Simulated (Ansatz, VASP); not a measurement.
This is a calculation of BeAu3 for Ansatz 0.2.0.

File input.yaml:

```yaml
crystal:
  lattice:
    - [4.0903868774, 0.0, 0.0]
    - [0.0, 4.0903868774, 0.0]
    - [0.0, 0.0, 4.0903868774]
  atoms:
    - { symbol: Au, position: [0.5, 0.5, 0.0] }
    - { symbol: Au, position: [0.5, 0.0, 0.5] }
    - { symbol: Au, position: [0.0, 0.5, 0.5] }
    - { symbol: Be, position: [0.0, 0.0, 0.0] }
hamiltonian:
  xc: pbe
  pseudopotentials: { kind: paw }
kpoints:
  mp_grid: { grid: [7, 7, 7] }
scf:
  occupations: { method: fermi_dirac, width: 0.05 }
output:
  forces: true
  stress: true
  eigenvalues: true
```

Potentials or basis: Ansatz PAW.

Run with:

```sh
$ ansatz run input.yaml --threads 2 --pin off --max-ram 5120MiB --backend cpu --events-out ev --progress --plain --runs-dir out
```

Task: Translate it to VASP 6.6.1. Potentials there: VASP PAW PBE potentials, release 64 (Au, Be).

Result: As run (the cutoff follows the program's own potentials):

File INCAR:

```
PREC     = Accurate       # precision mode
ENCUT    = 520            # plane-wave cutoff, eV
EDIFF    = 1E-7           # SCF threshold, eV
ISMEAR   = -1             # smearing method
SIGMA    = 0.05           # smearing width, eV
LREAL    = F              # projectors in reciprocal space
LASPH    = T              # aspherical terms in the spheres
NELM     = 80             # most SCF steps
ALGO     = Normal         # electronic algorithm
ISIF     = 2              # what is computed and relaxed
LWAVE    = F              # write WAVECAR
LCHARG   = T              # write CHGCAR
GGA      = PE             # functional
LELF     = T              # ELF
LVHAR    = T            
NBANDS   = 26             # bands
```

The input KPOINTS:

```
regular mesh
0
Gamma
  7 7 7
```

Contents of POSCAR:

```
BeAu3
1.0
    4.0903868774      0.0000000000      0.0000000000
    0.0000000000      4.0903868774      0.0000000000
    0.0000000000      0.0000000000      4.0903868774
Au Be
3 1
Direct
    0.5000000000      0.5000000000      0.0000000000
    0.5000000000      0.0000000000      0.5000000000
    0.0000000000      0.5000000000      0.5000000000
    0.0000000000      0.0000000000      0.0000000000
```

Potentials or basis: VASP PAW PBE potentials, release 64 (Au, Be).

Run with:

```sh
$ cat potpaw_PBE.64/Au/POTCAR potpaw_PBE.64/Be/POTCAR > POTCAR
$ mpirun -np 1 vasp_std > vasp.out
```

Both were run:

|  | VASP | Ansatz | Ansatz less VASP |
| --- | --- | --- | --- |
| gap on the k mesh at the Fermi level (eV) | none | none | - |
| pressure (GPa) | -8.3 | -8.1 | +0.18 |

A gap of «none» marks a metal or a gap that the smearing closes. VASP's potentials hold 35 valence electrons a cell and Ansatz's 59, so a difference there can come from the potentials and not from the codes.

Spin-orbit coupling is off throughout.
